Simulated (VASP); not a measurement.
# Hf (Im-3m) in VASP: further runs

Runs on Hf. Level: PBE. Tasks: single point, relaxation of cell and atoms.

Program: VASP 6.6.1. These are calculated values, not measurements. Logs are shortened: lines on timing, memory, paths and dates and some standing lists are left out, and cuts for length are marked.

## (1) The cell of the first run

It takes space group Im-3m (No. 229, cubic). The conventional cell has a = 3.545 Å, b = 3.545 Å, c = 3.545 Å, α = 90.00°, β = 90.00°, γ = 90.00°. Within 4.0 Å of Hf (site symmetry m-3m) lie 14 Hf at 3.07 to 3.54 Å.

## (2) Single point, PBE

INCAR reads:

```
  ALGO = Normal
  EDIFF = 1E-7
  ENCUT = 520
  GGA = PE
  ISIF = 2
  ISMEAR = 0
  LASPH = T
  LCHARG = F
  LREAL = F
  LWAVE = F
  NBANDS = 11
  NELM = 60
  PREC = Accurate
  SIGMA = 0.1
```

KPOINTS reads:

```
k-points
0
Gamma
  16 16 16
```

POSCAR reads:

```
Hf
1.0
   -1.7723126185      1.7723126185      1.7723126185
    1.7723126185     -1.7723126185      1.7723126185
    1.7723126185      1.7723126185     -1.7723126185
Hf
1
Direct
    0.0000000000      0.0000000000      0.0000000000
```

Potentials or basis: VASP PAW PBE potentials, release 64 (Hf_pv).

The run is started by

```sh
cat potpaw_PBE.64/Hf_pv/POTCAR > POTCAR
mpirun -np 1 vasp_std > vasp.out
```

OUTCAR:

```text
EDIFF = 1E-7
   ENCUT = 520
   GGA = PE
   ISIF = 2
   ISMEAR = 0
   LASPH = T
   LREAL = F
   NELM = 60
   PREC = Accurate

 ion  position               nearest neighbor table
   1  0.000  0.000  0.000-

  LATTYP: Found a body centered cubic cell.
 ALAT       =     3.5446252370

  Lattice vectors:

 A1 = (  -1.7723126185,   1.7723126185,   1.7723126185)
 A2 = (   1.7723126185,  -1.7723126185,   1.7723126185)
 A3 = (   1.7723126185,   1.7723126185,  -1.7723126185)

Analysis of symmetry for initial positions (statically):
=====================================================================
 Subroutine PRICEL returns:
 Original cell was already a primitive cell.

 Routine SETGRP: Setting up the symmetry group for a
 body centered cubic supercell.

 Subroutine GETGRP returns: Found 48 space group operations
 (whereof 48 operations were pure point group operations)
 out of a pool of 48 trial point group operations.

The static configuration has the point symmetry O_h .

Analysis of symmetry for dynamics (positions and initial velocities):
=====================================================================
 Subroutine PRICEL returns:
 Original cell was already a primitive cell.

 Routine SETGRP: Setting up the symmetry group for a
 body centered cubic supercell.

 Subroutine GETGRP returns: Found 48 space group operations
 (whereof 48 operations were pure point group operations)
 out of a pool of 48 trial point group operations.

The dynamic configuration has the point symmetry O_h .

 Subroutine INISYM returns: Found 48 space group operations
 (whereof 48 operations are pure point group operations),
 and found     1 'primitive' translations

----------------------------------------------------------------------------------------

                                     Primitive cell

  volume of cell :      22.2680

  direct lattice vectors                    reciprocal lattice vectors
    -1.772312618  1.772312618  1.772312618     0.000000000  0.282117271  0.282117271
     1.772312618 -1.772312618  1.772312618     0.282117271  0.000000000  0.282117271
     1.772312618  1.772312618 -1.772312618     0.282117271  0.282117271  0.000000000

  length of vectors
     3.069735502  3.069735502  3.069735502     0.398974071  0.398974071  0.398974071

  position of ions in fractional coordinates (direct lattice)
     0.000000000  0.000000000  0.000000000

  ion indices of the primitive-cell ions
   primitive index   ion index
                 1           1

----------------------------------------------------------------------------------------

 KPOINTS: k-points

Automatic generation of k-mesh.
 Grid dimensions read from file:
 generate k-points for:   16   16   16

 Generating k-lattice:

  Cartesian coordinates                     Fractional coordinates (reciprocal lattice)
     0.000000000  0.017632329  0.017632329     0.062500000  0.000000000  0.000000000
     0.017632329  0.000000000  0.017632329     0.000000000  0.062500000  0.000000000
     0.017632329  0.017632329  0.000000000     0.000000000  0.000000000  0.062500000

  Length of vectors
     0.024935879  0.024935879  0.024935879

  Shift w.r.t. Gamma in fractional coordinates (k-lattice)
     0.000000000  0.000000000  0.000000000

 Subroutine IBZKPT returns following result:
 ===========================================

 Found    145 irreducible k-points:

 Following reciprocal coordinates:
            Coordinates               Weight
  0.000000  0.000000  0.000000      1.000000
  0.062500  0.000000  0.000000     12.000000
  0.125000  0.000000  0.000000     12.000000
  0.187500  0.000000  0.000000     12.000000
  0.250000  0.000000  0.000000     12.000000
  0.312500  0.000000  0.000000     12.000000
[... 16 lines left out ...]
  0.187500  0.187500  0.000000     24.000000
  0.250000  0.187500 -0.000000     48.000000
 [... further k-points ...]
   k-points           NKPTS =    145   k-points in BZ     NKDIM =    145   number of bands    NBANDS=     11
   number of dos      NEDOS =    301   number of ions     NIONS =      1
   total plane-waves  NPLWV =  13824
   dimension x,y,z NGX =    24 NGY =   24 NGZ =   24
   dimension x,y,z NGXF=    48 NGYF=   48 NGZF=   48
   ions per type =               1
   NGX,Y,Z   is equivalent  to a cutoff of  13.00, 13.00, 13.00 a.u.
   NGXF,Y,Z  is equivalent  to a cutoff of  26.00, 26.00, 26.00 a.u.
 SYSTEM =  unknown system
   PREC   = accura    normal or accurate (medium, high low for compatibility)
   ISTART =      0    job   : 0-new  1-cont  2-samecut
   ICHARG =      2    charge: 1-file 2-atom 10-const
   ISPIN  =      1    spin polarized calculation?
   LNONCOLLINEAR =      F non collinear calculations
   LSORBIT =      F    spin-orbit coupling
   LASPH  =      T    aspherical Exc in radial PAW
   ENCUT  =  520.0 eV  38.22 Ry    6.18 a.u.   5.71  5.71  5.71*2*pi/ulx,y,z
   NELM   =     60;   NELMIN=  2; NELMDL= -5     # of ELM steps
   EDIFF  = 0.1E-06   stopping-criterion for ELM
   LREAL  =      F    real-space projection
   EDIFFG = 0.1E-05   stopping-criterion for IOM
   NSW    =      0    number of steps for IOM
   IBRION =     -1    ionic relax: 0-MD 1-quasi-New 2-CG
   NFREE  =      0    steps in history (QN), initial steepest desc. (CG)
   ISIF   =      2    stress and relaxation
   ISYM   =      2    0-nonsym 1-usesym 2-fastsym
   POTIM  = 0.5000    time-step for ionic-motion
   TEBEG  =    0.0;   TEEND  =   0.0 temperature during run
   PSTRESS=    0.0 pullay stress
   NELECT =      10.0000    total number of electrons
   NUPDOWN=      -1.0000    fix difference up-down
   EMIN   =  10.00;   EMAX   =-10.00  energy-range for DOS
   EFERMI =   0.00;   METHOD = LEGACY
   ISMEAR =     0;   SIGMA  =   0.10  broadening in eV -4-tet -1-fermi 0-gaus
   EFERMI_NEDOS =   21; number of points for ismear=-14 and -15
   IALGO  =     38    algorithm
   IMIX   =      4    mixing-type and parameters
     AMIX     =   0.40;   BMIX     =  1.00
     AMIX_MAG =   1.60;   BMIX_MAG =  1.00
  volume/ion in A,a.u.               =      22.27       150.27
  Fermi-wavevector in a.u.,A,eV,Ry     =   1.253664  2.369082 21.383917  1.571674
  Thomas-Fermi vector in A             =   2.387506
   LORBIT       =      0    0 simple, 1 ext, 2 COOP (PROOUT), +10 PAW based schemes
   GGA     = PE    functional components
   LHFCALC =     F    Hartree Fock is set to
   AEXX    =    0.0000 exact exchange contribution
   IVDW    =     0    specifies the selected vdW correction
   LEPSILON=     F    determine dielectric tensor
   LRPA    =     F    only Hartree local field effects (RPA)
 non-spin polarized calculation
 Gauss-broadening in eV      SIGMA  =   0.10
  energy-cutoff  :      520.00
  volume of cell :       22.27
 maximum number of plane-waves:       616
   NGX = 11   NGY = 11   NGZ = 11

 number of electron      10.0000001 magnetization

 Free energy of the ion-electron system (eV)
  ---------------------------------------------------
  ext. energy  EPLUGINS =         0.00000000
  ---------------------------------------------------
  free energy    TOTEN  =        -9.74910979 eV

  energy without entropy =       -9.74164584  energy(sigma->0) =       -9.74537782

 E-fermi :   4.6038     XC(G=0): -11.3040

 val. band max:        4.5918943723   @ k =   0.2500   0.2500   0.0000
 cond. band min:       4.6251020820   @ k =   0.3125   0.0000   0.0000
 fundamental gap:      0.0332077097
 Fermi energy:         4.6038162712

 k-point     1 :       0.0000    0.0000    0.0000
  band No.  band energies     occupation
      1     -25.2066      2.00000
      2     -25.2066      2.00000
      3     -25.2066      2.00000
      4      -2.4448      2.00000
      5       6.1415      0.00000
      6       6.1415      0.00000
      7       6.1415      0.00000
      8       8.9348      0.00000
      9       8.9348      0.00000
     10      17.9140      0.00000
     11      17.9140      0.00000

 k-point     2 :       0.0625    0.0000    0.0000
  band No.  band energies     occupation
      1     -25.2406      2.00000
      2     -25.2172      2.00000
      3     -25.2068      2.00000
      4      -2.2992      2.00000
      5       6.0379      0.00000
      6       6.1021      0.00000
      7       6.2846      0.00000
      8       8.7647      0.00000
      9       8.9326      0.00000
     10      17.8927      0.00000
     11      18.0550      0.00000

 k-point     3 :       0.1250    0.0000    0.0000
  band No.  band energies     occupation
      1     -25.3361      2.00000
      2     -25.2471      2.00000
      3     -25.2072      2.00000
      4      -1.8777      2.00000
      5       5.7598      0.00000
      6       5.9338      0.00000
      7       6.7092      0.00000
      8       8.4531      0.00000
      9       8.9383      0.00000
     10      17.8918      0.00000
     11      18.3862      0.00000

 k-point     4 :       0.1875    0.0000    0.0000
  band No.  band energies     occupation
      1     -25.4761      2.00000
      2     -25.2916      2.00000
      3     -25.2078      2.00000
      4      -1.2284      2.00000
      5       5.3826      0.00000
      6       5.5783      0.00000
      7       7.4005      0.00000
      8       8.3193      0.00000
      9       8.9801      0.00000
     10      17.8899      0.00000
     11      18.5463      0.00000

 k-point     5 :       0.2500    0.0000    0.0000
  band No.  band energies     occupation
      1     -25.6368      2.00000
      2     -25.3435      2.00000
      3     -25.2086      2.00000
      4      -0.4419      2.00000
      5       4.9844      0.00000
      6       5.1579      0.00000
      7       8.3309      0.00000
      8       8.4279      0.00000
      9       9.0843      0.00000
     10      17.8824      0.00000
     11      18.0311      0.00000

 k-point     6 :       0.3125    0.0000    0.0000
  band No.  band energies     occupation
      1     -25.7932      2.00000
      2     -25.3948      2.00000
      3     -25.2094      2.00000
      4       0.3297      2.00000
      5       4.6251      0.76339
      6       4.9142      0.00001
      7       8.6468      0.00000
      8       9.2593      0.00000
      9       9.4522      0.00000
     10      17.0444      0.00000
     11      17.5809      0.00000

 k-point     7 :       0.3750    0.0000    0.0000
  band No.  band energies     occupation
      1     -25.9225      2.00000
      2     -25.4379      2.00000
      3     -25.2100      2.00000
      4       0.8905      2.00000
      5       4.3450      1.99975
      6       5.0340      0.00000
      7       8.8151      0.00000
      8       9.4823      0.00000
      9      10.6697      0.00000
     10      16.0671      0.00000
     11      16.1898      0.00000

 k-point     8 :       0.4375    0.0000    0.0000
  band No.  band energies     occupation
      1     -26.0073      2.00000
      2     -25.4666      2.00000
      3     -25.2105      2.00000
      4       1.1559      2.00000
      5       4.1683      2.00000
      6       5.4413      0.00000
      7       8.8219      0.00000
      8       9.6867      0.00000
      9      11.7640      0.00000
     10      15.2016      0.00000
     11      15.3651      0.00000
[... 141 lines left out ...]
 k-point    19 :       0.2500    0.1250   -0.0000
  band No.  band energies     occupation
      1     -25.8017      2.00000
      2     -25.4118      2.00000
      3     -25.2505      2.00000
      4       0.7050      2.00000
      5       4.4866      1.90252
      6       4.7395      0.05493
      7       8.2867      0.00000
      8       9.5778      0.00000
      9       9.9618      0.00000
     10      16.7290      0.00000
     11      17.8892      0.00000

 k-point    20 :       0.3125    0.1250   -0.0000
  band No.  band energies     occupation
      1     -25.9052      2.00000
      2     -25.4667      2.00000
      3     -25.2530      2.00000
      4       1.2992      2.00000
      5       4.2941      1.99999
      6       4.7390      0.05598
      7       8.5396      0.00000
      8       9.6667      0.00000
      9      11.1502      0.00000
     10      15.5480      0.00000
     11      17.0456      0.00000

 k-point    21 :       0.3750    0.1250    0.0000
  band No.  band energies     occupation
      1     -25.9728      2.00000
      2     -25.5040      2.00000
      3     -25.2544      2.00000
      4       1.5822      2.00000
      5       4.1767      2.00000
      6       5.0366      0.00000
      7       8.6237      0.00000
      8       9.8069      0.00000
      9      12.2050      0.00000
     10      14.5381      0.00000
     11      16.2605      0.00000

 k-point    22 :       0.4375    0.1250   -0.0000
  band No.  band energies     occupation
      1     -25.9963      2.00000
      2     -25.5171      2.00000
      3     -25.2548      2.00000
      4       1.6493      2.00000
      5       4.1343      2.00000
      6       5.2374      0.00000
      7       8.5850      0.00000
      8       9.9203      0.00000
      9      12.6914      0.00000
     10      14.0856      0.00000
     11      15.9971      0.00000

 k-point    23 :       0.1875    0.1875    0.0000
  band No.  band energies     occupation
      1     -25.7764      2.00000
      2     -25.4065      2.00000
      3     -25.2667      2.00000
      4       0.6995      2.00000
      5       4.4222      1.98979
      6       4.7747      0.01568
      7       8.1346      0.00000
      8       9.6144      0.00000
      9       9.9131      0.00000
     10      16.8867      0.00000
     11      17.9050      0.00000

 k-point    24 :       0.2500    0.1875   -0.0000
  band No.  band energies     occupation
      1     -25.8591      2.00000
      2     -25.4760      2.00000
      3     -25.2775      2.00000
      4       1.4400      2.00000
      5       4.1473      2.00000
      6       4.6495      0.51842
      7       8.3514      0.00000
      8       9.6632      0.00000
      9      11.0950      0.00000
     10      15.6576      0.00000
     11      17.8976      0.00000

 [... further k-points ...]
[... 5 lines left out ...]
  --------------------------------------------------------------------------------------
  -------------------------------------------------------------------------------------
  Total       -0.0482483     -0.0482483     -0.0482483      0.0000000      0.0000000     -0.0000000
  in kB       -3.4714591     -3.4714591     -3.4714591      0.0000000      0.0000000     -0.0000000
  external PRESSURE =      -3.4714591 kB  Pullay stress =       0.0000000 kB

 VOLUME and BASIS-vectors are now :
 -----------------------------------------------------------------------------
  energy-cutoff  :      520.00
  volume of cell :       22.27
      direct lattice vectors                 reciprocal lattice vectors
    -1.772312618  1.772312618  1.772312618     0.000000000  0.282117271  0.282117271
     1.772312618 -1.772312618  1.772312618     0.282117271  0.000000000  0.282117271
     1.772312618  1.772312618 -1.772312618     0.282117271  0.282117271  0.000000000

 POSITION                                       TOTAL-FORCE (eV/Angst)
 -----------------------------------------------------------------------------------
      0.00000      0.00000      0.00000         0.000000     -0.000000      0.000000
 -----------------------------------------------------------------------------------
    total drift:                                0.000000      0.000000     -0.000000

  FREE ENERGIE OF THE ION-ELECTRON SYSTEM (eV)
  ---------------------------------------------------
  free  energy   TOTEN  =        -9.7491097939 eV

  energy  without entropy=       -9.7416458421  energy(sigma->0) =       -9.74537782
```

It took 11 s on 1 thread of Intel Xeon 6975P-C (Granite Rapids), shared host; peak memory 0.16 GiB.

Results:

| Item | Value |
| --- | --- |
| Free energy | -9.7491 eV |
| Pressure | -0.3 GPa |
| Band gap on the k mesh | zero (band 5 reaches 6.14 eV, above the bottom of band 6 at 3.86 eV) |

Levels at points of the mesh, in eV from the Fermi level:
| k point | band 1 | band 2 | band 3 | band 4 | band 5 | band 6 | band 7 | band 8 | band 9 | band 10 |
| --- | --- | --- | --- | --- | --- | --- | --- | --- | --- | --- |
| (0.00, 0.00, 0.00) | -29.81 | -29.81 | -29.81 | -7.05 | 1.54 | 1.54 | 1.54 | 4.33 | 4.33 | 13.31 |
| (0.50, 0.00, 0.00) | -30.64 | -30.08 | -29.81 | -3.38 | -0.50 | 1.08 | 4.16 | 5.17 | 7.65 | 10.25 |
| (0.50, 0.50, 0.50) | -30.39 | -30.39 | -30.39 | -2.59 | -2.59 | 6.82 | 6.82 | 6.82 | 7.27 | 7.27 |

Caveat: spin-orbit coupling is left out, which moves the levels of the heavy elements.

## (3) Relaxation of cell and atoms, PBE

This run uses another cell than the first one, of 23.52 Å³/atom, 1.056 times its volume.

INCAR reads:

```
SYSTEM = Hf
PREC = Accurate
ENCUT = 600
EDIFF = 1E-6
ISMEAR = 0
SIGMA = 0.1
LREAL = .False.
LASPH = .True.
NELM = 100
ALGO = Normal
ISIF = 3
LWAVE = .False.
LCHARG = .False.
GGA = PE
IBRION = 2
NSW = 100
EDIFFG = -0.005
```

KPOINTS reads:

```
regular mesh
0
Gamma
  16 16 16
  0 0 0
```

POSCAR reads:

```
Hf
1.0
   -1.8050000000      1.8050000000      1.8050000000
    1.8050000000     -1.8050000000      1.8050000000
    1.8050000000      1.8050000000     -1.8050000000
Hf
1
Direct
    0.0000000000      0.0000000000      0.0000000000
```

Potentials or basis: VASP PAW PBE potentials, release 64 (Hf_pv).

The run is started by

```sh
cat potpaw_PBE.64/Hf_pv/POTCAR > POTCAR
mpirun -np 1 vasp_std > vasp.out
```

Wall time 68 s (1 thread of Intel Xeon 6975P-C (Granite Rapids), shared host); peak memory 0.19 GiB.

It converged, with:

- Free energy: -9.7495 eV
- Relaxed volume: 22.19 Å³/atom
- Relaxed cell: a = 3.066 Å, b = 3.066 Å, c = 3.066 Å, α = 109.47°, β = 109.47°, γ = 109.47°
- Space group after relaxing (to 0.05 Å): Im-3m (No. 229)
- Energy gained by relaxing: 23.4 meV/atom
- Ionic steps: 6
- Pressure after relaxing: 0.0 GPa
- Band gap on the k mesh: zero (band 5 reaches 6.17 eV, above the bottom of band 6 at 3.88 eV)

The path:
```
step  energy change (eV)  largest force (eV/Å)  pressure (GPa)  volume (Å³)
   1              0.0000                0.0000           -5.38        23.52
   2              0.0015                0.0000            6.62        20.93
   3             -0.0234                0.0000           -0.05        22.21
   4             -0.0234                0.0000            0.06        22.18
   5             -0.0234                0.0000           -0.05        22.20
   6             -0.0234                0.0000            0.00        22.19
```

Final structure:
```xyz
1
Lattice="-1.7704 1.7704 1.7704 1.7704 -1.7704 1.7704 1.7704 1.7704 -1.7704" Properties=species:S:1:pos:R:3 pbc="T T T"
Hf   -1.7704    1.7704    1.7704
```

Levels at points of the mesh, in eV from the Fermi level:
| k point | band 3 | band 4 | band 5 | band 6 | band 7 | band 8 |
| --- | --- | --- | --- | --- | --- | --- |
| (0.00, 0.00, 0.00) | -29.80 | -7.06 | 1.54 | 1.54 | 1.54 | 4.34 |
| (0.50, 0.00, 0.00) | -29.80 | -3.39 | -0.50 | 1.10 | 4.18 | 5.19 |
| (0.50, 0.50, 0.50) | -30.39 | -2.60 | -2.60 | 6.84 | 6.84 | 6.84 |

Caveat: spin-orbit coupling is left out, which moves the levels of the heavy elements.
